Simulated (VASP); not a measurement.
# Sn (I4_1/amd) in VASP: vibrations by perturbation theory with PBE

Aim: the vibrations by perturbation theory of Sn with PBE.

Everything below comes from runs of VASP 6.6.1. Logs are shortened: lines on timing, memory, paths and dates and some standing lists are left out, and cuts for length are marked.

## Step 1: The cell of the first run

It takes space group I4_1/amd (No. 141, tetragonal). Conventional cell: a = 5.653 Å, b = 5.653 Å, c = 3.044 Å, α = 90.00°, β = 90.00°, γ = 90.00°. Within 3.9 Å of Sn (site symmetry -4m2) lie 10 Sn at 2.93 to 3.63 Å.

## Step 2: Vibrations by perturbation theory, PBE

Input file INCAR:

```
ALGO = Normal ; EDIFF = 1E-8
ENCUT = 520 ; GGA = PE
IBRION = 8 ; ISIF = 2
ISMEAR = -1 ; LASPH = True
LCHARG = False ; LREAL = False
LWAVE = False ; NBANDS = 21
NELM = 80 ; NSW = 1
PREC = Accurate ; SIGMA = 0.15
```

Input file KPOINTS:

```
k-points
0
Gamma
  16 16 16
```

Input file POSCAR:

```
Sn
1.0
   -2.8263373078      2.8263373078      1.5221246185
    2.8263373078     -2.8263373078      1.5221246185
    2.8263373078      2.8263373078     -1.5221246185
Sn
2
Direct
    0.0000000000      0.0000000000      0.0000000000
    0.7500000000      0.2500000000      0.5000000000
```

Potentials or basis: VASP PAW PBE potentials, release 64 (Sn_d).

Started as:

```console
$ cat potpaw_PBE.64/Sn_d/POTCAR > POTCAR
$ mpirun -np 1 vasp_std > vasp.out
```

OUTCAR:

```text
EDIFF = 1E-8
   ENCUT = 520
   GGA = PE
   IBRION = 8
   ISIF = 2
   ISMEAR = -1
   LASPH = True
   LREAL = False
   NELM = 80
   NSW = 1
   PREC = Accurate

 ion  position               nearest neighbor table
   1  0.000  0.000  0.000-   2 2.93   2 2.93   2 2.93   2 2.93   2 3.63   2 3.63   2 3.63   2 3.63

   2  0.750  0.250  0.500-   1 2.93   1 2.93   1 2.93   1 2.93   1 3.63   1 3.63   1 3.63   1 3.63

  LATTYP: Found a body centered tetragonal cell.
 ALAT       =     5.6526746156
 C/A-ratio  =     0.5385502340

  Lattice vectors:

 A1 = (  -2.8263373078,   2.8263373078,   1.5221246185)
 A2 = (   2.8263373078,  -2.8263373078,   1.5221246185)
 A3 = (   2.8263373078,   2.8263373078,  -1.5221246185)

Analysis of symmetry for initial positions (statically):
=====================================================================
 Subroutine PRICEL returns:
 Original cell was already a primitive cell.

 Routine SETGRP: Setting up the symmetry group for a
 body centered tetragonal supercell.

 Subroutine GETGRP returns: Found 16 space group operations
 (whereof  8 operations were pure point group operations)
 out of a pool of 16 trial point group operations.

The static configuration has the point symmetry D_2d.
 The point group associated with its full space group is D_4h.

Analysis of symmetry for dynamics (positions and initial velocities):
=====================================================================
 Subroutine PRICEL returns:
 Original cell was already a primitive cell.

 Routine SETGRP: Setting up the symmetry group for a
 body centered tetragonal supercell.

 Subroutine GETGRP returns: Found 16 space group operations
 (whereof  8 operations were pure point group operations)
 out of a pool of 16 trial point group operations.

The dynamic configuration has the point symmetry D_2d.
 The point group associated with its full space group is D_4h.

 Subroutine INISYM returns: Found 16 space group operations
 (whereof  8 operations are pure point group operations),
 and found     1 'primitive' translations

----------------------------------------------------------------------------------------

                                     Primitive cell

  volume of cell :      48.6360

  direct lattice vectors                    reciprocal lattice vectors
    -2.826337308  2.826337308  1.522124618     0.000000000  0.176907405  0.328488216
     2.826337308 -2.826337308  1.522124618     0.176907405  0.000000000  0.328488216
     2.826337308  2.826337308 -1.522124618     0.176907405  0.176907405  0.000000000

  length of vectors
     4.277058394  4.277058394  4.277058394     0.373096151  0.373096151  0.250184852

  position of ions in fractional coordinates (direct lattice)
     0.000000000  0.000000000  0.000000000
     0.750000000  0.250000000  0.500000000

  ion indices of the primitive-cell ions
   primitive index   ion index
                 1           1
                 2           2

----------------------------------------------------------------------------------------

 KPOINTS: k-points

Automatic generation of k-mesh.
 Grid dimensions read from file:
 generate k-points for:   16   16   16

 Generating k-lattice:

  Cartesian coordinates                     Fractional coordinates (reciprocal lattice)
     0.000000000  0.011056713  0.020530513     0.062500000  0.000000000 -0.000000000
     0.011056713  0.000000000  0.020530513     0.000000000  0.062500000 -0.000000000
[... 71 lines left out ...]
   EMIN   =  10.00;   EMAX   =-10.00  energy-range for DOS
   EFERMI =   0.00;   METHOD = LEGACY
   ISMEAR =    -1;   SIGMA  =   0.15  broadening in eV -4-tet -1-fermi 0-gaus
   EFERMI_NEDOS =   21; number of points for ismear=-14 and -15
   IALGO  =     38    algorithm
   IMIX   =      4    mixing-type and parameters
     AMIX     =   0.40;   BMIX     =  1.00
     AMIX_MAG =   1.60;   BMIX_MAG =  1.00
  volume/ion in A,a.u.               =      24.32       164.11
  Fermi-wavevector in a.u.,A,eV,Ry     =   1.361888  2.573595 25.235261  1.854739
  Thomas-Fermi vector in A             =   2.488425
   LORBIT       =      0    0 simple, 1 ext, 2 COOP (PROOUT), +10 PAW based schemes
   GGA     = PE    functional components
   LHFCALC =     F    Hartree Fock is set to
   AEXX    =    0.0000 exact exchange contribution
   IVDW    =     0    specifies the selected vdW correction
   LEPSILON=     F    determine dielectric tensor
   LRPA    =     F    only Hartree local field effects (RPA)
 non-spin polarized calculation
  energy-cutoff  :      520.00
  volume of cell :       48.64
 maximum number of plane-waves:      1334
   NGX = 15   NGY = 15   NGZ = 15

--------------------------------------- Ionic step        1  -------------------------------------------

 number of electron      28.0000002 magnetization

 Free energy of the ion-electron system (eV)
  ---------------------------------------------------
  ext. energy  EPLUGINS =         0.00000000
  ---------------------------------------------------
  free energy    TOTEN  =        -7.40741891 eV

  energy without entropy =       -7.34771262  energy(sigma->0) =       -7.37756577

 E-fermi :   9.4234     XC(G=0): -10.8325

 val. band max:        9.4165931507   @ k =   0.4375   0.3750  -0.0000
 cond. band min:       9.4260240507   @ k =   0.5000   0.1250   0.0625
 fundamental gap:      0.0094309000
 Fermi energy:         9.4233979385

 k-point     1 :       0.0000    0.0000    0.0000
  band No.  band energies     occupation
      1     -12.4384      2.00000
      2     -12.3355      2.00000
      3     -12.2779      2.00000
      4     -12.2690      2.00000
      5     -12.0377      2.00000
      6     -12.0377      2.00000
[... 565 lines left out ...]
     20      19.9808      0.00000
     21      20.4840      0.00000

 [... further k-points ...]
[... 5 lines left out ...]
  --------------------------------------------------------------------------------------
  -------------------------------------------------------------------------------------
  Total        3.2819216      3.2819216      3.2802032      0.0000000      0.0000000      0.0000000
  in kB      108.1136678    108.1136678    108.0570610      0.0000000      0.0000000      0.0000000
  external PRESSURE =     108.0947989 kB  Pullay stress =       0.0000000 kB

 VOLUME and BASIS-vectors are now :
 -----------------------------------------------------------------------------
  energy-cutoff  :      520.00
  volume of cell :       48.64
      direct lattice vectors                 reciprocal lattice vectors
    -2.826337308  2.826337308  1.522124618     0.000000000  0.176907405  0.328488216
     2.826337308 -2.826337308  1.522124618     0.176907405  0.000000000  0.328488216
     2.826337308  2.826337308 -1.522124618     0.176907405  0.176907405  0.000000000

 POSITION                                       TOTAL-FORCE (eV/Angst)
 -----------------------------------------------------------------------------------
      0.00000      0.00000      0.00000        -0.000000     -0.000000     -0.000000
     -0.00000      2.82634      0.76106         0.000000      0.000000      0.000000
 -----------------------------------------------------------------------------------
    total drift:                                0.000000     -0.000000      0.000000

  FREE ENERGIE OF THE ION-ELECTRON SYSTEM (eV)
  ---------------------------------------------------
  free  energy   TOTEN  =        -7.4074189114 eV

  energy  without entropy=       -7.3477126241  energy(sigma->0) =       -7.37756577

[... ionic steps 2 to 3 ...]

--------------------------------------- Ionic step        4  -------------------------------------------

------------------------ aborting loop because EDIFF is reached ----------------------------------------

[... ionic steps 5 to 5 ...]

--------------------------------------- Ionic step        6  -------------------------------------------

 Free energy of the ion-electron system (eV)
  ---------------------------------------------------
  ---------------------------------------------------
  free energy    TOTEN  =        -0.20782117 eV

  energy without entropy =       -0.20782117

------------------------ aborting loop because EDIFF is reached ----------------------------------------

 INTERNAL STRAIN TENSOR  FOR ION    1  DIRECTION 3   (eV/Angst):
 -----------------------------------------------------------------------------
    -3.69983  0.00000  0.00000
     0.00000  3.69539  0.00000
     0.00000  0.00000 -0.00043

 INTERNAL STRAIN TENSOR FOR ION    2 for displacements in x,y,z  (eV/Angst):
          X           Y           Z          XY          YZ          ZX
  --------------------------------------------------------------------------------
  x     0.00000     0.00000     0.00000     0.00000     0.00000     2.94743
  y     0.00000     0.00000     0.00000     0.00000    -2.74317     0.00000
  z     3.69761    -3.69761     0.00000     0.00000     0.00000     0.00000

 SECOND DERIVATIVES (NOT SYMMETRIZED)
 ------------------------------------
               1X          1Y          1Z          2X          2Y          2Z
  1X    -6.047106    0.000000    0.000000    6.047106    0.000000    0.000000
  1Y     0.000000   -6.047106    0.000000    0.000000    6.047106    0.000000
  1Z     0.000000    0.000000   -0.506540    0.000000    0.000000    0.506540
  2X     6.047106    0.000000    0.000000   -6.047106    0.000000    0.000000
  2Y     0.000000    6.047106    0.000000    0.000000   -6.047106    0.000000
  2Z     0.000000    0.000000    0.506540    0.000000    0.000000   -0.506540

 Eigenvectors and eigenvalues of the dynamical matrix
 ----------------------------------------------------

   1 f  =    4.989946 THz    31.352757 2PiTHz  166.446693 cm-1    20.636750 meV
             X         Y         Z           dx          dy          dz
      0.000000  0.000000  0.000000     0.000000   -0.707107    0.000000
     -0.000000  2.826337  0.761062     0.000000    0.707107    0.000000
[... 21 lines left out ...]
   6 f  =    0.000000 THz     0.000000 2PiTHz    0.000000 cm-1     0.000000 meV
             X         Y         Z           dx          dy          dz
      0.000000  0.000000  0.000000     0.000000    0.000000    0.707107
     -0.000000  2.826337  0.761062     0.000000    0.000000    0.707107

--------------------------------------------------------------------------------------------------------

 ELASTIC MODULI CONTR FROM IONIC RELAXATION (kBar)
 Direction    XX          YY          ZZ          XY          YZ          ZX
 --------------------------------------------------------------------------------
 XX        -889.1618    889.1618      0.0000      0.0000      0.0000      0.0000
 YY         889.1618   -889.1618      0.0000      0.0000     -0.0000     -0.0000
 ZZ           0.0000      0.0000      0.0000      0.0000      0.0000      0.0000
 XY           0.0000      0.0000      0.0000      0.0000      0.0000      0.0000
 YZ           0.0000     -0.0000      0.0000      0.0000    -40.9931      0.0000
 ZX           0.0000     -0.0000      0.0000      0.0000      0.0000    -47.3251
 --------------------------------------------------------------------------------
```

Wall time 50 min (1 thread of Oxide Virtual Turin-like, shared host); peak memory 1.8 GiB.

Results:

```
Highest phonon frequency at Γ : 166 cm⁻¹
```

Phonon frequencies in cm⁻¹ (negative: imaginary):
```csv
q point,frequencies
"(0.000, 0.000, 0.000)",0 0 0 48 166 166
```

Caveat: the cell stands under pressure or tension, which shifts response properties; spin-orbit coupling is left out, which moves the levels of the heavy elements.
